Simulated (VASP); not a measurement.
Input of a VASP 6.6.1 run:

INCAR

```
SYSTEM = KF
PREC     = Accurate       ! precision mode
ENCUT    = 600            ! plane-wave cutoff, eV
EDIFF    = 1E-6           ! SCF threshold, eV
ISMEAR   = 0              ! smearing method
SIGMA    = 0.02           ! smearing width, eV
LREAL    = .FALSE.        ! projectors in reciprocal space
LASPH    = .TRUE.         ! aspherical terms in the spheres
NELM     = 120            ! most SCF steps
ALGO     = Normal         ! electronic algorithm
ISIF     = 2              ! what is computed and relaxed
LWAVE    = .FALSE.        ! write WAVECAR
LCHARG   = .FALSE.        ! write CHGCAR
GGA      = PE             ! functional
NBANDS   = 15             ! bands
GGA_COMPAT= .FALSE.
```

Contents of KPOINTS:

```
Automatic mesh
0
G
  8 8 8
  0 0 0
```

Contents of POSCAR:

```
KF
1.0
    0.0000000000      2.7093276629      2.7093276629
    2.7093276629      0.0000000000      2.7093276629
    2.7093276629      2.7093276629      0.0000000000
K F
1 1
Direct
    0.0000000000      0.0000000000      0.0000000000
    0.5000000000      0.5000000000      0.5000000000
```

Potentials or basis: VASP PAW PBE potentials, release 64 (K_sv, F).

Launch:

```bash
$ cat potpaw_PBE.64/K_sv/POTCAR potpaw_PBE.64/F/POTCAR > POTCAR
$ mpirun -np 1 vasp_std > vasp.out
```

What does it give for the pressure?

0.0 GPa.

Predict the band gap on the k mesh.

5.95 eV.

A k mesh can miss the band edges.
